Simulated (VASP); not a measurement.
A run of VASP 6.6.1:

File INCAR:

```
PREC = Accurate ; ENCUT = 600
EDIFF = 1E-7 ; ISMEAR = 0
SIGMA = 0.1 ; LREAL = F
LASPH = T ; NELM = 80
ALGO = Normal ; ISIF = 3
LWAVE = F ; LCHARG = F
GGA = PS ; IBRION = 2
NSW = 70 ; EDIFFG = -0.008
PSTRESS = 20.0
```

File KPOINTS:

```
Automatic mesh
0
Gamma
  14 14 14
```

Contents of POSCAR:

```
AlCo
1.0
    2.8046127996      0.0000000000      0.0000000000
    0.0000000000      2.8046127996      0.0000000000
    0.0000000000      0.0000000000      2.8046127996
Al Co
1 1
Direct
    0.0000000000      0.0000000000      0.0000000000
    0.5000000000      0.5000000000      0.5000000000
```

Potentials or basis: VASP PAW PBE potentials, release 64 (Al, Co).

Launch:

```console
$ cat potpaw_PBE.64/Al/POTCAR potpaw_PBE.64/Co/POTCAR > POTCAR
$ mpirun -np 1 vasp_std > vasp.out
```

Hardware: 1 thread of AMD EPYC 7R13, with other jobs on the host.

Q: How long does it take, and how much memory?

A: Wall time 71 s on 1 thread of AMD EPYC 7R13 (shared host), peak memory 0.14 GiB. Counts: scf iterations 29, k points 120, ion steps 3.
